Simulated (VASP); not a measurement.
Mg2Sn, 3 atoms in the cell. The structure is cubic, space group Fm-3m (No. 225). Conventional cell: a = 6.665 Å, b = 6.665 Å, c = 6.665 Å, α = 90.00°, β = 90.00°, γ = 90.00°. Within 3.8 Å of Mg (site symmetry -43m) lie 4 Sn at 2.89 Å and 6 Mg at 3.33 Å. Sn (site symmetry m-3m) has 8 Mg at 2.89 Å within 3.8 Å. 

```yaml
Program: VASP 6.6.1
Task: single point
Functional: LDA
Potentials_or_basis: VASP PAW LDA potentials, release 64 (Mg, Sn_d)
Cutoff: 600 eV
k_mesh: 12 × 12 × 12
Occupations: fermi-dirac, width 0.1 eV
Spin: no spin polarisation
Dipole_correction: no
Further_INCAR_settings: ALGO = Normal; EDIFF = 1e-06; NBANDS = 16
```

Potentials or basis: VASP PAW LDA potentials, release 64 (Mg, Sn_d).

Run with:

```sh
$ cat potpaw_LDA.64/Mg/POTCAR potpaw_LDA.64/Sn_d/POTCAR > POTCAR
$ mpirun -np 1 vasp_std > vasp.out
```

Hardware: 1 thread of Oxide Virtual Turin-like Processor (shared host).

Task: How long does it take, and how much memory?

Result: Wall time 81 s on 1 thread of Oxide Virtual Turin-like Processor, on a shared host, peak memory 0.24 GiB. Counts: scf iterations 12, k points 72.
